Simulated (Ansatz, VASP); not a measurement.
## Two plane-wave programs on MgO

```xyz
2
Lattice="0.0000 2.1351 2.1351 2.1351 0.0000 2.1351 2.1351 2.1351 0.0000" Properties=species:S:1:pos:R:3 pbc="T T T"
Mg    0.0000    0.0000    0.0000
O     2.1351    2.1351    1.5352
```

Alike in both runs: task single point; functional PBEsol; k mesh 10 × 10 × 10; occupations gaussian, width 0.05 eV; no spin polarisation.

```csv
,VASP,Ansatz
version,VASP 6.6.1,Ansatz 0.2.0
potentials or method,"VASP PAW PBE potentials, release 64 (Mg, O), cutoff 520 eV","scalar-relativistic, plane waves, PAW"
valence electrons in the cell,8,16
```

```csv
,VASP,Ansatz,Ansatz less VASP
gap on the k mesh at the Fermi level (eV),4.22,4.19,-0.030
least direct gap on the mesh (eV),4.29,4.26,-0.024
rms of the force components (eV/Å),7.658,7.336,-0.3220
```

VASP's potentials were made for PBE, not for PBEsol. Atom by atom the forces differ by 0.322 eV/Å (rms over components). VASP's potentials hold 8 valence electrons a cell and Ansatz's 16, so a difference there can come from the potentials and not from the codes.
